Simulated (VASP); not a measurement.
# MoS2 (P-6m2) in VASP: settings compared

Aim: see how the results for MoS2 move with the level of theory and the settings. Levels: r2SCAN+rVV10, r2SCAN, PBE+D4. Tasks: single point, relaxation of cell and atoms.

Everything below comes from runs of VASP 6.6.1. Logs are shortened: lines on timing, memory, paths and dates and some standing lists are left out, and cuts for length are marked.

**1. The cell of the first run**

The structure is hexagonal, space group P-6m2 (No. 187). Conventional cell: a = 3.171 Å, b = 3.171 Å, c = 6.810 Å, α = 90.00°, β = 90.00°, γ = 120.00°. Within 3.2 Å of Mo (site symmetry -6m2) lie 6 S at 2.40 Å and 6 Mo at 3.17 Å. S (site symmetry 3m) has 3 Mo at 2.40 Å and 7 S at 3.11 to 3.17 Å within 3.2 Å.

**2. Single point, r2SCAN+rVV10**

The input, POSCAR:

```
MoS2
1.0
    3.1709601090      0.0000000000      0.0000000000
   -1.5854800545      2.7461320088      0.0000000000
    0.0000000000      0.0000000000      6.8100356761
Mo S
1 2
Direct
    0.0000000000      0.0000000000      0.0000000000
    0.3333333333      0.6666666667      0.2285274094
    0.3333333333      0.6666666667      0.7714725906
```

The input, INCAR.step1:

```
SYSTEM = MoS2
PREC = Accurate
ENCUT = 520
ISMEAR = -1
SIGMA = 0.02
LREAL = .FALSE.
LASPH = .TRUE.
NELM = 60
NBANDS = 20
GGA = PE
ALGO = Normal
EDIFF = 1E-4
LWAVE = .TRUE.
LCHARG = .FALSE.
```

The input, INCAR.step2:

```
SYSTEM = MoS2
PREC = Accurate
ENCUT = 520
EDIFF = 1E-6
ISMEAR = -1
SIGMA = 0.02
LREAL = .FALSE.
LASPH = .TRUE.
NELM = 60
ALGO = Normal
ISIF = 2
LWAVE = .FALSE.
LCHARG = .FALSE.
METAGGA = R2SCAN
LMIXTAU = .TRUE.
LUSE_VDW = .TRUE.
IVDW_NL = 2
BPARAM = 11.95
CPARAM = 0.0093
NBANDS = 20
ISTART = 1
```

The input, KPOINTS:

```
regular mesh
0
G
  12 12 4
  0 0 0
```

Potentials or basis: VASP PAW PBE potentials, release 64 (Mo_sv, S).

Command:

```
> cat potpaw_PBE.64/Mo_sv/POTCAR potpaw_PBE.64/S/POTCAR > POTCAR
> cp INCAR.step1 INCAR
> mpirun -np 1 vasp_std > vasp.out
> cp INCAR.step2 INCAR
> mpirun -np 1 vasp_std > vasp.out
```

OUTCAR:

```text
SYSTEM = MoS2
   PREC = Accurate
   ENCUT = 520
   EDIFF = 1E-6
   ISMEAR = -1
   LREAL = .FALSE.
   LASPH = .TRUE.
   NELM = 60
   ISIF = 2
   METAGGA = R2SCAN
   IVDW_NL = 2
   BPARAM = 11.95
   ISTART = 1

 ion  position               nearest neighbor table
   1  0.000  0.000  0.000-   2 2.40   3 2.40   2 2.40   3 2.40   2 2.40   3 2.40
   2  0.333  0.667  0.229-   1 2.40   1 2.40   1 2.40
   3  0.333  0.667  0.771-   1 2.40   1 2.40   1 2.40

  LATTYP: Found a hexagonal cell.
 ALAT       =     3.1709601090
 C/A-ratio  =     2.1476257796

  Lattice vectors:

 A1 = (   3.1709601090,   0.0000000000,   0.0000000000)
 A2 = (  -1.5854800545,   2.7461320088,   0.0000000000)
 A3 = (   0.0000000000,   0.0000000000,   6.8100356761)

Analysis of symmetry for initial positions (statically):
=====================================================================
 Subroutine PRICEL returns:
 Original cell was already a primitive cell.

 Routine SETGRP: Setting up the symmetry group for a
 hexagonal supercell.

 Subroutine GETGRP returns: Found 12 space group operations
 (whereof 12 operations were pure point group operations)
 out of a pool of 24 trial point group operations.

The static configuration has the point symmetry D_3h.

Analysis of symmetry for dynamics (positions and initial velocities):
=====================================================================
 Subroutine PRICEL returns:
 Original cell was already a primitive cell.

 Routine SETGRP: Setting up the symmetry group for a
 hexagonal supercell.

 Subroutine GETGRP returns: Found 12 space group operations
 (whereof 12 operations were pure point group operations)
 out of a pool of 24 trial point group operations.

The dynamic configuration has the point symmetry D_3h.

 Subroutine INISYM returns: Found 12 space group operations
 (whereof 12 operations are pure point group operations),
 and found     1 'primitive' translations

----------------------------------------------------------------------------------------

                                     Primitive cell

  volume of cell :      59.3009

  direct lattice vectors                    reciprocal lattice vectors
     3.170960109  0.000000000  0.000000000     0.315361898  0.182074277  0.000000000
    -1.585480055  2.746132009  0.000000000     0.000000000  0.364148554  0.000000000
     0.000000000  0.000000000  6.810035676     0.000000000  0.000000000  0.146842109

  length of vectors
     3.170960109  3.170960109  6.810035676     0.364148554  0.364148554  0.146842109

  position of ions in fractional coordinates (direct lattice)
     0.000000000  0.000000000  0.000000000
     0.333333333  0.666666667  0.228527409
     0.333333333  0.666666667  0.771472591

  ion indices of the primitive-cell ions
   primitive index   ion index
                 1           1
                 2           2
                 3           3

----------------------------------------------------------------------------------------

 KPOINTS: regular mesh

Automatic generation of k-mesh.
 Grid dimensions read from file:
 generate k-points for:   12   12    4

 Generating k-lattice:

  Cartesian coordinates                     Fractional coordinates (reciprocal lattice)
     0.026280158  0.015172856  0.000000000     0.083333333  0.000000000  0.000000000
     0.000000000  0.030345713  0.000000000     0.000000000  0.083333333  0.000000000
     0.000000000  0.000000000  0.036710527     0.000000000  0.000000000  0.250000000

  Length of vectors
     0.030345713  0.030345713  0.036710527

  Shift w.r.t. Gamma in fractional coordinates (k-lattice)
     0.000000000  0.000000000  0.000000000

 Subroutine IBZKPT returns following result:
 ===========================================

 Found     57 irreducible k-points:

 Following reciprocal coordinates:
            Coordinates               Weight
  0.000000  0.000000  0.000000      1.000000
  0.083333  0.000000  0.000000      6.000000
  0.166667  0.000000  0.000000      6.000000
  0.250000  0.000000  0.000000      6.000000
  0.333333  0.000000  0.000000      6.000000
  0.416667  0.000000  0.000000      6.000000
[... 16 lines left out ...]
  0.250000  0.000000  0.250000     12.000000
  0.333333  0.000000  0.250000     12.000000
 [... further k-points ...]
   k-points           NKPTS =     57   k-points in BZ     NKDIM =     57   number of bands    NBANDS=     20
   number of dos      NEDOS =    301   number of ions     NIONS =      3
   total plane-waves  NPLWV =  31104
   dimension x,y,z NGX =    24 NGY =   24 NGZ =   54
   dimension x,y,z NGXF=    48 NGYF=   48 NGZF=  108
   ions per type =               1   2
   NGX,Y,Z   is equivalent  to a cutoff of  12.58, 12.58, 13.18 a.u.
   NGXF,Y,Z  is equivalent  to a cutoff of  25.17, 25.17, 26.36 a.u.
 SYSTEM =  MoS2
   PREC   = accura    normal or accurate (medium, high low for compatibility)
   ISTART =      1    job   : 0-new  1-cont  2-samecut
   ICHARG =      0    charge: 1-file 2-atom 10-const
   ISPIN  =      1    spin polarized calculation?
   LNONCOLLINEAR =      F non collinear calculations
   LSORBIT =      F    spin-orbit coupling
   LASPH  =      T    aspherical Exc in radial PAW
   ENCUT  =  520.0 eV  38.22 Ry    6.18 a.u.   5.90  5.90 12.66*2*pi/ulx,y,z
   NELM   =     60;   NELMIN=  2; NELMDL=  0     # of ELM steps
   EDIFF  = 0.1E-05   stopping-criterion for ELM
   LREAL  =      F    real-space projection
   EDIFFG = 0.1E-04   stopping-criterion for IOM
   NSW    =      0    number of steps for IOM
   IBRION =     -1    ionic relax: 0-MD 1-quasi-New 2-CG
   NFREE  =      0    steps in history (QN), initial steepest desc. (CG)
   ISIF   =      2    stress and relaxation
   ISYM   =      2    0-nonsym 1-usesym 2-fastsym
   POTIM  = 0.5000    time-step for ionic-motion
   TEBEG  =    0.0;   TEEND  =   0.0 temperature during run
   PSTRESS=    0.0 pullay stress
   NELECT =      26.0000    total number of electrons
   NUPDOWN=      -1.0000    fix difference up-down
   EMIN   =  10.00;   EMAX   =-10.00  energy-range for DOS
   EFERMI =   0.00;   METHOD = LEGACY
   ISMEAR =    -1;   SIGMA  =   0.02  broadening in eV -4-tet -1-fermi 0-gaus
   EFERMI_NEDOS =   21; number of points for ismear=-14 and -15
   IALGO  =     38    algorithm
   IMIX   =      4    mixing-type and parameters
     AMIX     =   0.40;   BMIX     =  1.00
     AMIX_MAG =   1.60;   BMIX_MAG =  1.00
  volume/ion in A,a.u.               =      19.77       133.39
  Fermi-wavevector in a.u.,A,eV,Ry     =   1.243690  2.350233 21.045008  1.546764
  Thomas-Fermi vector in A             =   2.377990
   LORBIT       =      0    0 simple, 1 ext, 2 COOP (PROOUT), +10 PAW based schemes
   METAGGA = R2SCAN    functional components
   LHFCALC =     F    Hartree Fock is set to
   AEXX    =    0.0000 exact exchange contribution
   IVDW_NL    =     2    kernel type
   BPARAM     =11.9500
   IVDW    =     0    specifies the selected vdW correction
   LEPSILON=     F    determine dielectric tensor
   LRPA    =     F    only Hartree local field effects (RPA)
 non-spin polarized calculation
  energy-cutoff  :      520.00
  volume of cell :       59.30
 maximum number of plane-waves:      1614
 NGX is ok and might be reduce to    24
   NGX = 11   NGY = 11   NGZ = 25

 number of electron      26.0000001 magnetization

 Free energy of the ion-electron system (eV)
  ---------------------------------------------------
  ext. energy  EPLUGINS =         0.00000000
  ---------------------------------------------------
  free energy    TOTEN  =       -44.47786289 eV

  energy without entropy =      -44.47786289  energy(sigma->0) =      -44.47786289

 E-fermi :   6.4281     XC(G=0): -10.7930

 val. band max:        5.8793995424   @ k =   0.0000   0.0000   0.5000
 cond. band min:       7.2369302612   @ k =   0.3333   0.3333   0.0000
 fundamental gap:      1.3575307189
 Fermi energy:         6.4280727159

 k-point     1 :       0.0000    0.0000    0.0000
  band No.  band energies     occupation
      1     -57.3431      2.00000
      2     -30.7681      2.00000
      3     -30.5394      2.00000
      4     -30.5394      2.00000
      5      -9.4207      2.00000
      6      -7.9124      2.00000
[... 12 lines left out ...]
     19      13.5018      0.00000
     20      15.4544      0.00000

 k-point     2 :       0.0833    0.0000    0.0000
  band No.  band energies     occupation
      1     -57.3402      2.00000
      2     -30.7623      2.00000
      3     -30.5680      2.00000
      4     -30.5459      2.00000
      5      -9.3118      2.00000
      6      -7.8710      2.00000
[... 12 lines left out ...]
     19      13.6857      0.00000
     20      15.9263      0.00000

 k-point     3 :       0.1667    0.0000    0.0000
  band No.  band energies     occupation
      1     -57.3322      2.00000
      2     -30.7466      2.00000
      3     -30.6457      2.00000
      4     -30.5635      2.00000
      5      -9.0025      2.00000
      6      -7.7538      2.00000
[... 12 lines left out ...]
     19      14.3955      0.00000
     20      15.8537      0.00000

 k-point     4 :       0.2500    0.0000    0.0000
  band No.  band energies     occupation
      1     -57.3213      2.00000
      2     -30.7503      2.00000
      3     -30.7250      2.00000
      4     -30.5875      2.00000
      5      -8.5448      2.00000
      6      -7.5821      2.00000
[... 12 lines left out ...]
     19      14.7064      0.00000
     20      15.4557      0.00000

 k-point     5 :       0.3333    0.0000    0.0000
  band No.  band energies     occupation
      1     -57.3103      2.00000
      2     -30.8533      2.00000
      3     -30.7033      2.00000
      4     -30.6114      2.00000
      5      -8.0314      2.00000
      6      -7.3943      2.00000
[... 12 lines left out ...]
     19      13.6389      0.00000
     20      14.6268      0.00000

 k-point     6 :       0.4167    0.0000    0.0000
  band No.  band energies     occupation
      1     -57.3023      2.00000
      2     -30.9277      2.00000
      3     -30.6874      2.00000
      4     -30.6288      2.00000
      5      -7.6045      2.00000
      6      -7.2442      2.00000
[... 12 lines left out ...]
     19      13.6522      0.00000
     20      14.2263      0.00000

 k-point     7 :       0.5000    0.0000    0.0000
  band No.  band energies     occupation
      1     -57.2993      2.00000
      2     -30.9548      2.00000
      3     -30.6815      2.00000
      4     -30.6351      2.00000
      5      -7.4333      2.00000
      6      -7.1861      2.00000
[... 12 lines left out ...]
     19      13.7892      0.00000
     20      14.1393      0.00000
[... 277 lines left out ...]
 k-point    20 :       0.0000    0.0000    0.2500
  band No.  band energies     occupation
      1     -57.3431      2.00000
      2     -30.7681      2.00000
      3     -30.5394      2.00000
      4     -30.5394      2.00000
      5      -9.3829      2.00000
      6      -7.9806      2.00000
[... 12 lines left out ...]
     19      13.7501      0.00000
     20      15.2805      0.00000

 k-point    21 :       0.0833    0.0000    0.2500
  band No.  band energies     occupation
      1     -57.3402      2.00000
      2     -30.7623      2.00000
      3     -30.5680      2.00000
      4     -30.5459      2.00000
      5      -9.2741      2.00000
      6      -7.9375      2.00000
[... 12 lines left out ...]
     19      13.8782      0.00000
     20      15.7412      0.00000

 k-point    22 :       0.1667    0.0000    0.2500
  band No.  band energies     occupation
      1     -57.3322      2.00000
      2     -30.7466      2.00000
      3     -30.6457      2.00000
      4     -30.5635      2.00000
      5      -8.9650      2.00000
      6      -7.8150      2.00000
[... 12 lines left out ...]
     19      14.3681      0.00000
     20      15.9381      0.00000

 k-point    23 :       0.2500    0.0000    0.2500
  band No.  band energies     occupation
      1     -57.3213      2.00000
      2     -30.7503      2.00000
      3     -30.7250      2.00000
      4     -30.5875      2.00000
      5      -8.5082      2.00000
      6      -7.6357      2.00000
[... 12 lines left out ...]
     19      14.6535      0.00000
     20      15.4401      0.00000

 k-point    24 :       0.3333    0.0000    0.2500
  band No.  band energies     occupation
      1     -57.3103      2.00000
      2     -30.8533      2.00000
      3     -30.7033      2.00000
      4     -30.6114      2.00000
      5      -7.9971      2.00000
      6      -7.4392      2.00000
[... 12 lines left out ...]
     19      13.9756      0.00000
     20      14.6240      0.00000

 [... further k-points ...]
[... 5 lines left out ...]
  --------------------------------------------------------------------------------------
  -------------------------------------------------------------------------------------
  Total        0.0736886      0.0736886      0.0316880      0.0000000     -0.0000000      0.0000000
  in kB        1.9908986      1.9908986      0.8561394      0.0000000     -0.0000000      0.0000000
  external PRESSURE =       1.6126455 kB  Pullay stress =       0.0000000 kB

 VOLUME and BASIS-vectors are now :
 -----------------------------------------------------------------------------
  energy-cutoff  :      520.00
  volume of cell :       59.30
      direct lattice vectors                 reciprocal lattice vectors
     3.170960109  0.000000000  0.000000000     0.315361898  0.182074277  0.000000000
    -1.585480055  2.746132009  0.000000000     0.000000000  0.364148554  0.000000000
     0.000000000  0.000000000  6.810035676     0.000000000  0.000000000  0.146842109

 POSITION                                       TOTAL-FORCE (eV/Angst)
 -----------------------------------------------------------------------------------
      0.00000      0.00000      0.00000        -0.000000     -0.000000      0.000000
     -0.00000      1.83075      1.55628         0.000000      0.000000      0.017593
     -0.00000      1.83075      5.25376         0.000000     -0.000000     -0.017593
 -----------------------------------------------------------------------------------
    total drift:                                0.000000     -0.000000     -0.000000

  FREE ENERGIE OF THE ION-ELECTRON SYSTEM (eV)
  ---------------------------------------------------
  free  energy   TOTEN  =       -44.4778628886 eV

  energy  without entropy=      -44.4778628886  energy(sigma->0) =      -44.47786289
```

Wall time 2.8 min (1 thread of Intel Xeon Platinum 8488C (Sapphire Rapids), shared host); peak memory 0.33 GiB.

Results:

```
Free energy            : -44.4779 eV
Pressure               : 0.2 GPa
Largest force          : 0.018 eV/Å
Band gap on the k mesh : 1.36 eV, indirect (least direct gap 1.80 eV)
```

Forces on the atoms (eV/Å):
```
Mo   0.000  0.000  0.000
S    0.000  0.000  0.018
S    0.000  0.000 -0.018
```

Caveat: the PAW data sets were made with another functional, which shifts forces and pressure a little. r2SCAN opens gaps a little over a GGA but as a rule still falls short of measured ones.

(Continued in part 2 of 2.)
